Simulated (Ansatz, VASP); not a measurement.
## Two plane-wave programs on SiO2

```
Si O
1.0
     4.21182    0.00000    0.00000
     0.00000    4.21182    0.00000
     0.00000    0.00000    2.68723
Si O
2 4
Direct
  0.00000 0.00000 0.00000
  0.50000 0.50000 0.50000
  0.30590 0.30590 0.00000
  0.19410 0.80590 0.50000
  0.69410 0.69410 0.00000
  0.80590 0.19410 0.50000
```

Alike in both runs: task single point; functional LDA; k mesh 6 × 6 × 8; no spin polarisation.

```csv
,VASP,Ansatz
version,VASP 6.6.1,Ansatz 0.2.0
potentials or method,"VASP PAW LDA potentials, release 64 (Si, O), cutoff 520 eV","plane waves, PAW"
occupations,"gaussian, width 0.01 eV",fixed
valence electrons in the cell,32,32
```

Ansatz gave:

* pressure (GPa): -11.2
* traceless stress, the component that is largest in VASP (GPa): -0.55

Question: What did VASP give for the same quantities?

Answer: Pressure (GPa): -10.2; traceless stress, the component that is largest in VASP (GPa): 0.03.

LDA's correlation is that of Perdew and Zunger in VASP and of Perdew and Wang (1992) in Ansatz.
